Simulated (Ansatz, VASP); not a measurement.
One calculation of Ti, two programs

```
Ti
1.0
     2.68239    0.00000    0.00000
     0.00000    2.68239    0.00000
     0.00000    0.00000    2.74837
Ti
1
Direct
  0.00000 0.00000 0.00000
```

Alike in both runs: task relaxation of cell and atoms; functional PBE; k mesh 6 × 6 × 6; occupations gaussian, width 0.1 eV; no spin polarisation.

```csv
,VASP,Ansatz
version,VASP 6.6.1,Ansatz 0.2.0
potentials or method,"VASP PAW PBE potentials, release 64 (Ti_sv), cutoff 600 eV","scalar-relativistic, plane waves, PAW"
valence electrons in the cell,12,12
```

Ansatz gave:

* gap on the k mesh at the Fermi level, each at its own relaxed structure (eV): none
* relaxed volume (Å³/atom): 18.29
* relaxed length of the cell vector where the two differ most in proportion (Å): 2.637

**Question.** Estimate VASP's values.

**Answer.** gap on the k mesh at the Fermi level, each at its own relaxed structure (eV): none; relaxed volume (Å³/atom): 18.27; relaxed length of the cell vector where the two differ most in proportion (Å): 2.620.

A gap of «none» marks a metal or a gap that the smearing closes.

The k mesh is coarse, so the values compare programs but aren't converged.
